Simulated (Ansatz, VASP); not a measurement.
# HfSi5: VASP beside Ansatz

File INCAR:

```
SYSTEM = HfSi5
ALGO = Normal
EDIFF = 1E-6
EDIFFG = -0.04
ENCUT = 600
GGA = PE
IBRION = 2
ISIF = 3
ISMEAR = 0
LASPH = .TRUE.
LCHARG = .FALSE.
LREAL = .FALSE.
LWAVE = .FALSE.
NELM = 80
NSW = 90
PREC = Accurate
SIGMA = 0.1
```

Contents of KPOINTS:

```
k-points
0
G
  4 4 4
  0 0 0
```

File POSCAR:

```
HfSi5
1.0
    0.0000000000      3.6614592500      3.6614592500
    3.6614592500      0.0000000000      3.6614592500
    3.6614592500      3.6614592500      0.0000000000
Hf Si
1 5
Direct
    0.5000000000      0.5000000000      0.5000000000
    0.3719714300      0.8760095200      0.8760095200
    0.8760095200      0.8760095200      0.8760095200
    0.2500000000      0.2500000000      0.2500000000
    0.8760095200      0.8760095200      0.3719714300
    0.8760095200      0.3719714300      0.8760095200
```

Input for Ansatz:

```yaml
crystal:
  lattice:
    - [0.0, 3.66145925, 3.66145925]
    - [3.66145925, 0.0, 3.66145925]
    - [3.66145925, 3.66145925, 0.0]
  atoms:
    - { symbol: Hf, position: [0.5, 0.5, 0.5] }
    - { symbol: Si, position: [0.37197143, 0.87600952, 0.87600952] }
    - { symbol: Si, position: [0.87600952, 0.87600952, 0.87600952] }
    - { symbol: Si, position: [0.25, 0.25, 0.25] }
    - { symbol: Si, position: [0.87600952, 0.87600952, 0.37197143] }
    - { symbol: Si, position: [0.87600952, 0.37197143, 0.87600952] }
basis:
  ecutwfc: 420
kpoints:
  mp_grid: { grid: [4, 4, 4] }
hamiltonian:
  xc: pbe
scf:
  occupations: { method: gaussian, width: 0.1 }
  lower_state_search: "off"
output:
  forces: true
  stress: true
  eigenvalues: true
relax:
  adjacent_minimum: "off"
  f_tol: 0.04
  max_steps: 70
  cell: { stress_tol: 0.4 }
```

Change from the starting cell: species swapped into the HfNi5 type (F-43m, No. 216).

Alike in both runs: task relaxation of cell and atoms; functional PBE; k mesh 4 × 4 × 4; occupations gaussian, width 0.1 eV; no spin polarisation.

```csv
,VASP,Ansatz
version,VASP 6.6.1,Ansatz 0.2.0
potentials or method,"VASP PAW PBE potentials, release 64 (Hf_pv, Si), cutoff 600 eV","scalar-relativistic, plane waves, PAW"
valence electrons in the cell,30,46
```

VASP gave:

```
gap on the k mesh at the Fermi level, each at its own relaxed structure (eV) : none
relaxed volume (Å³/atom)                                                     : 14.82
relaxed length of the cell vector where the two differ most in proportion (Å)              : 5.010
```

Which values does Ansatz return?

gap on the k mesh at the Fermi level, each at its own relaxed structure (eV): none; relaxed volume (Å³/atom): 14.83; relaxed length of the cell vector where the two differ most in proportion (Å): 5.011.

A gap of «none» marks a metal or a gap that the smearing closes. VASP's potentials hold 30 valence electrons a cell and Ansatz's 46, so a difference there can come from the potentials and not from the codes.

The k mesh is coarse, so the values compare programs but aren't converged. Spin-orbit coupling is off throughout.
